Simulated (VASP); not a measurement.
# ScAl3 (Pm-3m) in VASP: further runs

ScAl3 is run at these levels: PBE; tasks: single point.

Everything below comes from runs of VASP 6.6.1. Logs are shortened: lines on timing, memory, paths and dates and some standing lists are left out, and cuts for length are marked.

### 1 The cell of the first run

The structure is cubic, space group Pm-3m (No. 221). Conventional cell: a = 4.088 Å, b = 4.088 Å, c = 4.088 Å, α = 90.00°, β = 90.00°, γ = 90.00°. Within 3.8 Å of Sc (site symmetry m-3m) lie 12 Al at 2.89 Å. Al (site symmetry 4/mmm) has 4 Sc at 2.89 Å and 8 Al at 2.89 Å within 3.8 Å.

### 2 Single point, PBE

The input, INCAR:

```
SYSTEM = ScAl3
ALGO     = Normal         ! electronic algorithm
EDIFF    = 1E-7           ! SCF threshold, eV
ENCUT    = 520            ! plane-wave cutoff, eV
GGA      = PE             ! functional
ISIF     = 2              ! what is computed and relaxed
ISMEAR   = 0              ! smearing method
LASPH    = .TRUE.         ! aspherical terms in the spheres
LCHARG   = .FALSE.        ! write CHGCAR
LREAL    = .FALSE.        ! projectors in reciprocal space
LWAVE    = .FALSE.        ! write WAVECAR
NBANDS   = 18             ! bands
NELM     = 80             ! most SCF steps
PREC     = Accurate       ! precision mode
SIGMA    = 0.1            ! smearing width, eV
```

The input, KPOINTS:

```
k-points
0
G
  4 4 4
  0 0 0
```

The input, POSCAR:

```
ScAl3
1.0
    4.0878067000      0.0000000000      0.0000000000
    0.0000000000      4.0878067000      0.0000000000
    0.0000000000      0.0000000000      4.0878067000
Sc Al
1 3
Direct
    0.0000000000      0.0000000000      0.0000000000
    0.5000000000      0.0000000000      0.5000000000
    0.0000000000      0.5000000000      0.5000000000
    0.5000000000      0.5000000000      0.0000000000
```

Potentials or basis: VASP PAW PBE potentials, release 64 (Sc_sv, Al).

The run is started by

```sh
$ cat potpaw_PBE.64/Sc_sv/POTCAR potpaw_PBE.64/Al/POTCAR > POTCAR
$ mpirun -np 1 vasp_std > vasp.out
```

OUTCAR:

```text
SYSTEM = ScAl3
   EDIFF = 1E-7
   ENCUT = 520
   GGA = PE
   ISIF = 2
   ISMEAR = 0
   LASPH = .TRUE.
   LREAL = .FALSE.
   NELM = 80
   PREC = Accurate

 ion  position               nearest neighbor table
   1  0.000  0.000  0.000-   2 2.89   3 2.89   4 2.89   2 2.89   3 2.89   3 2.89   4 2.89   3 2.89
                             2 2.89   4 2.89   2 2.89   4 2.89
   2  0.500  0.000  0.500-   1 2.89   3 2.89   4 2.89   1 2.89   4 2.89   3 2.89   4 2.89   4 2.89
                             1 2.89   3 2.89   1 2.89   3 2.89
   3  0.000  0.500  0.500-   1 2.89   2 2.89   4 2.89   1 2.89   4 2.89   1 2.89   2 2.89   1 2.89
                             2 2.89   4 2.89   4 2.89   2 2.89
   4  0.500  0.500  0.000-   1 2.89   2 2.89   3 2.89   2 2.89   3 2.89   1 2.89   2 2.89   2 2.89
                             1 2.89   3 2.89   3 2.89   1 2.89

  LATTYP: Found a simple cubic cell.
 ALAT       =     4.0878067000

  Lattice vectors:

 A1 = (   4.0878067000,   0.0000000000,   0.0000000000)
 A2 = (   0.0000000000,   4.0878067000,   0.0000000000)
 A3 = (   0.0000000000,   0.0000000000,   4.0878067000)

Analysis of symmetry for initial positions (statically):
=====================================================================
 Subroutine PRICEL returns:
 Original cell was already a primitive cell.

 Routine SETGRP: Setting up the symmetry group for a
 simple cubic supercell.

 Subroutine GETGRP returns: Found 48 space group operations
 (whereof 48 operations were pure point group operations)
 out of a pool of 48 trial point group operations.

The static configuration has the point symmetry O_h .

Analysis of symmetry for dynamics (positions and initial velocities):
=====================================================================
 Subroutine PRICEL returns:
 Original cell was already a primitive cell.

 Routine SETGRP: Setting up the symmetry group for a
 simple cubic supercell.

 Subroutine GETGRP returns: Found 48 space group operations
 (whereof 48 operations were pure point group operations)
 out of a pool of 48 trial point group operations.

The dynamic configuration has the point symmetry O_h .

 Subroutine INISYM returns: Found 48 space group operations
 (whereof 48 operations are pure point group operations),
 and found     1 'primitive' translations

----------------------------------------------------------------------------------------

                                     Primitive cell

  volume of cell :      68.3079

  direct lattice vectors                    reciprocal lattice vectors
     4.087806700  0.000000000  0.000000000     0.244629963  0.000000000  0.000000000
     0.000000000  4.087806700  0.000000000     0.000000000  0.244629963  0.000000000
     0.000000000  0.000000000  4.087806700     0.000000000  0.000000000  0.244629963

  length of vectors
     4.087806700  4.087806700  4.087806700     0.244629963  0.244629963  0.244629963

  position of ions in fractional coordinates (direct lattice)
     0.000000000  0.000000000  0.000000000
     0.500000000  0.000000000  0.500000000
     0.000000000  0.500000000  0.500000000
     0.500000000  0.500000000  0.000000000

  ion indices of the primitive-cell ions
   primitive index   ion index
                 1           1
                 2           2
                 3           3
                 4           4

----------------------------------------------------------------------------------------

 KPOINTS: k-points

Automatic generation of k-mesh.
 Grid dimensions read from file:
 generate k-points for:    4    4    4

 Generating k-lattice:

  Cartesian coordinates                     Fractional coordinates (reciprocal lattice)
     0.061157491  0.000000000  0.000000000     0.250000000  0.000000000  0.000000000
     0.000000000  0.061157491  0.000000000     0.000000000  0.250000000  0.000000000
     0.000000000  0.000000000  0.061157491     0.000000000  0.000000000  0.250000000

  Length of vectors
     0.061157491  0.061157491  0.061157491

  Shift w.r.t. Gamma in fractional coordinates (k-lattice)
     0.000000000  0.000000000  0.000000000

 Subroutine IBZKPT returns following result:
 ===========================================

 Found     10 irreducible k-points:

 Following reciprocal coordinates:
            Coordinates               Weight
  0.000000  0.000000  0.000000      1.000000
  0.250000  0.000000  0.000000      6.000000
  0.500000  0.000000  0.000000      3.000000
  0.250000  0.250000  0.000000     12.000000
  0.500000  0.250000  0.000000     12.000000
  0.500000  0.500000  0.000000      3.000000
  0.250000  0.250000  0.250000      8.000000
  0.500000  0.250000  0.250000     12.000000
  0.500000  0.500000  0.250000      6.000000
  0.500000  0.500000  0.500000      1.000000
   k-points           NKPTS =     10   k-points in BZ     NKDIM =     10   number of bands    NBANDS=     18
   number of dos      NEDOS =    301   number of ions     NIONS =      4
   total plane-waves  NPLWV =  27000
   dimension x,y,z NGX =    30 NGY =   30 NGZ =   30
   dimension x,y,z NGXF=    60 NGYF=   60 NGZF=   60
   ions per type =               1   3
   NGX,Y,Z   is equivalent  to a cutoff of  12.20, 12.20, 12.20 a.u.
   NGXF,Y,Z  is equivalent  to a cutoff of  24.40, 24.40, 24.40 a.u.
 SYSTEM =  ScAl3
   PREC   = accura    normal or accurate (medium, high low for compatibility)
   ISTART =      0    job   : 0-new  1-cont  2-samecut
   ICHARG =      2    charge: 1-file 2-atom 10-const
   ISPIN  =      1    spin polarized calculation?
   LNONCOLLINEAR =      F non collinear calculations
   LSORBIT =      F    spin-orbit coupling
   LASPH  =      T    aspherical Exc in radial PAW
   ENCUT  =  520.0 eV  38.22 Ry    6.18 a.u.   7.60  7.60  7.60*2*pi/ulx,y,z
   NELM   =     80;   NELMIN=  2; NELMDL= -5     # of ELM steps
   EDIFF  = 0.1E-06   stopping-criterion for ELM
   LREAL  =      F    real-space projection
   EDIFFG = 0.1E-05   stopping-criterion for IOM
   NSW    =      0    number of steps for IOM
   IBRION =     -1    ionic relax: 0-MD 1-quasi-New 2-CG
   NFREE  =      0    steps in history (QN), initial steepest desc. (CG)
   ISIF   =      2    stress and relaxation
   ISYM   =      2    0-nonsym 1-usesym 2-fastsym
   POTIM  = 0.5000    time-step for ionic-motion
   TEBEG  =    0.0;   TEEND  =   0.0 temperature during run
   PSTRESS=    0.0 pullay stress
   NELECT =      20.0000    total number of electrons
   NUPDOWN=      -1.0000    fix difference up-down
   EMIN   =  10.00;   EMAX   =-10.00  energy-range for DOS
   EFERMI =   0.00;   METHOD = LEGACY
   ISMEAR =     0;   SIGMA  =   0.10  broadening in eV -4-tet -1-fermi 0-gaus
   EFERMI_NEDOS =   21; number of points for ismear=-14 and -15
   IALGO  =     38    algorithm
   IMIX   =      4    mixing-type and parameters
     AMIX     =   0.40;   BMIX     =  1.00
     AMIX_MAG =   1.60;   BMIX_MAG =  1.00
  volume/ion in A,a.u.               =      17.08       115.24
  Fermi-wavevector in a.u.,A,eV,Ry     =   1.087079  2.054282 16.078562  1.181741
  Thomas-Fermi vector in A             =   2.223230
   LORBIT       =      0    0 simple, 1 ext, 2 COOP (PROOUT), +10 PAW based schemes
   GGA     = PE    functional components
   LHFCALC =     F    Hartree Fock is set to
   AEXX    =    0.0000 exact exchange contribution
   IVDW    =     0    specifies the selected vdW correction
   LEPSILON=     F    determine dielectric tensor
   LRPA    =     F    only Hartree local field effects (RPA)
 non-spin polarized calculation
 Gauss-broadening in eV      SIGMA  =   0.10
  energy-cutoff  :      520.00
  volume of cell :       68.31
 maximum number of plane-waves:      1856
   NGX = 15   NGY = 15   NGZ = 15

 number of electron      19.9999996 magnetization

 Free energy of the ion-electron system (eV)
  ---------------------------------------------------
  ext. energy  EPLUGINS =         0.00000000
  ---------------------------------------------------
  free energy    TOTEN  =       -19.17506640 eV

  energy without entropy =      -19.15105227  energy(sigma->0) =      -19.16305934

 E-fermi :   7.3011     XC(G=0): -10.4172

 val. band max:        7.2050120245   @ k =   0.5000   0.2500   0.0000
 cond. band min:       7.3037822920   @ k =   0.5000   0.2500   0.2500
 fundamental gap:      0.0987702675
 Fermi energy:         7.3011011538

 k-point     1 :       0.0000    0.0000    0.0000
  band No.  band energies     occupation
      1     -41.7028      2.00000
      2     -20.4065      2.00000
      3     -20.4065      2.00000
      4     -20.4065      2.00000
      5      -2.7561      2.00000
      6       4.6483      2.00000
[... 10 lines left out ...]
     17      12.5678      0.00000
     18      12.5678      0.00000

 k-point     2 :       0.2500    0.0000    0.0000
  band No.  band energies     occupation
      1     -41.7021      2.00000
      2     -20.4227      2.00000
      3     -20.4052      2.00000
      4     -20.4052      2.00000
      5      -2.1874      2.00000
      6       2.1404      2.00000
[... 10 lines left out ...]
     17      12.2479      0.00000
     18      13.0134      0.00000

 k-point     3 :       0.5000    0.0000    0.0000
  band No.  band energies     occupation
      1     -41.7015      2.00000
      2     -20.4388      2.00000
      3     -20.4040      2.00000
      4     -20.4040      2.00000
      5      -0.8826      2.00000
      6      -0.0573      2.00000
[... 10 lines left out ...]
     17      11.3048      0.00000
     18      12.4805      0.00000

 k-point     4 :       0.2500    0.2500    0.0000
  band No.  band energies     occupation
      1     -41.7015      2.00000
      2     -20.4215      2.00000
      3     -20.4204      2.00000
      4     -20.4040      2.00000
      5      -1.6412      2.00000
      6       2.4968      2.00000
[... 81 lines left out ...]
      4     -20.4170      2.00000
      5       0.0343      2.00000
      6       1.0182      2.00000
[... 10 lines left out ...]
     17      12.7742      0.00000
     18      12.7918      0.00000

 k-point     9 :       0.5000    0.5000    0.2500
  band No.  band energies     occupation
      1     -41.6997      2.00000
      2     -20.4322      2.00000
      3     -20.4322      2.00000
      4     -20.4158      2.00000
      5       1.0567      2.00000
      6       1.9552      2.00000
[... 10 lines left out ...]
     17      11.2856      0.00000
     18      14.4864      0.00000

 k-point    10 :       0.5000    0.5000    0.5000
  band No.  band energies     occupation
      1     -41.6991      2.00000
      2     -20.4300      2.00000
      3     -20.4300      2.00000
      4     -20.4300      2.00000
      5       2.4749      2.00000
      6       2.4749      2.00000
[... 10 lines left out ...]
     17      11.3091      0.00000
     18      18.1905      0.00000

------------------------ aborting loop because EDIFF is reached ----------------------------------------

  FORCE on cell =-STRESS in cart. coord.  units (eV):
  Direction    XX          YY          ZZ          XY          YZ          ZX
  --------------------------------------------------------------------------------------
  -------------------------------------------------------------------------------------
  Total        0.5766437      0.5766437      0.5766437      0.0000000      0.0000000     -0.0000000
  in kB       13.5253059     13.5253059     13.5253059      0.0000000      0.0000000     -0.0000000
  external PRESSURE =      13.5253059 kB  Pullay stress =       0.0000000 kB

 VOLUME and BASIS-vectors are now :
 -----------------------------------------------------------------------------
  energy-cutoff  :      520.00
  volume of cell :       68.31
      direct lattice vectors                 reciprocal lattice vectors
     4.087806700  0.000000000  0.000000000     0.244629963  0.000000000  0.000000000
     0.000000000  4.087806700  0.000000000     0.000000000  0.244629963  0.000000000
     0.000000000  0.000000000  4.087806700     0.000000000  0.000000000  0.244629963

 POSITION                                       TOTAL-FORCE (eV/Angst)
 -----------------------------------------------------------------------------------
      0.00000      0.00000      0.00000         0.000000      0.000000      0.000000
      2.04390      0.00000      2.04390         0.000000      0.000000      0.000000
      0.00000      2.04390      2.04390         0.000000      0.000000      0.000000
      2.04390      2.04390      0.00000         0.000000      0.000000      0.000000
 -----------------------------------------------------------------------------------
    total drift:                                0.000000     -0.000000      0.000000

  FREE ENERGIE OF THE ION-ELECTRON SYSTEM (eV)
  ---------------------------------------------------
  free  energy   TOTEN  =       -19.1750664025 eV

  energy  without entropy=      -19.1510522703  energy(sigma->0) =      -19.16305934
```

Run time: 9.5 s. Hardware: 1 thread of Intel Xeon Platinum 8488C (Sapphire Rapids), shared host; peak memory 0.16 GiB.

What came out:

- Free energy: -19.1751 eV
- Pressure: 1.4 GPa
- Band gap on the k mesh: zero (band 10 reaches 8.14 eV, above the bottom of band 11 at 4.31 eV)

Levels at points of the mesh, in eV from the Fermi level:
```
           k point  band 6  band 7  band 8  band 9  band 10  band 11  band 12  band 13  band 14  band 15
(0.00, 0.00, 0.00)   -2.65   -2.65   -1.84   -1.84    -1.84     1.25     1.27     1.27     1.27     4.75
(0.50, 0.00, 0.00)   -7.36   -1.74   -1.74   -1.51     0.84     0.97     0.97     1.34     1.61     2.15
(0.50, 0.50, 0.00)   -5.66   -5.66   -4.39   -0.57    -0.57     1.18     1.35     2.06     2.48     3.41
(0.50, 0.50, 0.50)   -4.83   -4.83   -4.49   -2.99    -2.99    -2.99     0.93     2.59     2.59     4.01
```

Caveat: the k points lie up to 0.38 Å⁻¹ apart.

### 3 Single point, PBE, collinear spin, ferromagnetic start

The input, INCAR:

```
SYSTEM = ScAl3
PREC = Accurate
ENCUT = 520
EDIFF = 1E-6
ISMEAR = 0
SIGMA = 0.1
LREAL = .False.
LASPH = .True.
NELM = 150
ALGO = Fast
ISIF = 2
LWAVE = .False.
LCHARG = .True.
ISPIN = 2
MAGMOM = 1 0 0 0
LORBIT = 11
LMAXMIX = 4
GGA = PE
LELF = .True.
LVHAR = .True.
NBANDS = 22
```

The input, KPOINTS:

```
regular mesh
0
Gamma
  4 4 4
  0 0 0
```

POSCAR is that of step 2.

Potentials or basis: VASP PAW PBE potentials, release 64 (Sc_sv, Al).

The run is started by

```sh
$ cat potpaw_PBE.64/Sc_sv/POTCAR potpaw_PBE.64/Al/POTCAR > POTCAR
$ mpirun -np 1 vasp_std > vasp.out
```

Wall time 22 s (1 thread of Intel Xeon Platinum 8488C (Sapphire Rapids), shared host); peak memory 0.19 GiB.

The run converged. Its results:

| Item | Value |
| --- | --- |
| Free energy | -19.1751 eV |
| Pressure | 1.4 GPa |
| Band gap on the k mesh | zero (filled and empty bands overlap) |
| Net moment | 0.00 μB per cell |
| Valence electrons inside the program's atomic spheres | Sc 9.62; Al 0.80 |

Levels at points of the mesh, in eV from the Fermi level:
Spin up:
```
           k point  band 8  band 9  band 10  band 11  band 12  band 13
(0.00, 0.00, 0.00)   -1.84   -1.84    -1.84     1.25     1.27     1.27
(0.50, 0.00, 0.00)   -1.74   -1.51     0.84     0.97     0.97     1.34
(0.50, 0.50, 0.00)   -4.39   -0.57    -0.57     1.18     1.35     2.06
(0.50, 0.50, 0.50)   -4.49   -2.99    -2.99    -2.99     0.93     2.59
```
Spin down:
| k point | band 7 | band 8 | band 9 | band 10 | band 11 | band 12 | band 13 | band 14 |
| --- | --- | --- | --- | --- | --- | --- | --- | --- |
| (0.00, 0.00, 0.00) | -2.65 | -1.84 | -1.84 | -1.84 | 1.25 | 1.27 | 1.27 | 1.27 |
| (0.50, 0.00, 0.00) | -1.74 | -1.74 | -1.51 | 0.84 | 0.97 | 0.97 | 1.34 | 1.61 |
| (0.50, 0.50, 0.00) | -5.66 | -4.39 | -0.57 | -0.57 | 1.18 | 1.35 | 2.06 | 2.48 |
| (0.50, 0.50, 0.50) | -4.83 | -4.49 | -2.99 | -2.99 | -2.99 | 0.93 | 2.59 | 2.59 |

Caveat: the k points lie up to 0.38 Å⁻¹ apart.

### 4 Single point, PBE

This run uses another cell than the first one: it holds 8 atoms, not 4.

The input, INCAR:

```
PREC = Accurate ; ENCUT = 520
EDIFF = 1E-6 ; ISMEAR = 0
SIGMA = 0.2 ; LREAL = False
LASPH = True ; NELM = 80
ALGO = Fast ; ISIF = 2
LWAVE = False ; LCHARG = True
GGA = PE ; LELF = True
LVHAR = True ; NBANDS = 30
```

The input, KPOINTS:

```
regular mesh
0
Gamma
  6 6 4
```

The input, POSCAR:

```
ScAl3
1.0
    0.0000000000      4.1059087769      0.0000000000
    0.0000000000      0.0000000000      4.1059087769
    8.2118175538      0.0000000000      0.0000000000
Sc Al
2 6
Direct
    0.0000000000      0.0000000000      0.0000000000
    0.0000000000      0.0000000000      0.5000000000
    0.0000000000      0.5000000000      0.2500000000
    0.0000000000      0.5000000000      0.7500000000
    0.5000000000      0.5000000000      0.5000000000
    0.5000000000      0.5000000000      1.0000000000
    0.5000000000      0.0000000000      0.2500000000
    0.5000000000      1.0000000000      0.7500000000
```

The run is started by

```sh
$ cat potpaw_PBE.64/Sc_sv/POTCAR potpaw_PBE.64/Al/POTCAR > POTCAR
$ mpirun -np 1 vasp_std > vasp.out
```

Wall time 2.1 min (1 thread of Intel Xeon Platinum 8488C (Sapphire Rapids), shared host); peak memory 0.29 GiB.

It converged, with:

```
Free energy            : -38.6322 eV
Pressure               : 0.0 GPa
Band gap on the k mesh : zero (band 20 reaches 7.95 eV, above the bottom of band 21 at 5.36 eV)
```

Levels at points of the mesh, in eV from the Fermi level:
```csv
k point,band 18,band 19,band 20,band 21,band 22,band 23
"(0.00, 0.00, 0.00)",-1.71,-1.47,0.78,0.97,0.97,1.25
"(0.50, 0.00, 0.00)",-0.55,-0.55,0.78,0.97,0.97,1.19
"(0.50, 0.50, 0.00)",-2.96,-2.96,-0.55,-0.55,0.91,1.19
"(0.00, 0.00, 0.50)",-1.76,-0.33,-0.33,1.05,1.05,1.05
"(0.50, 0.00, 0.50)",-1.29,-0.08,-0.08,0.97,0.97,1.28
"(0.50, 0.50, 0.50)",-2.05,-1.82,-1.82,-1.82,-1.82,1.93
```

(Part 1 of 2 ends here.)
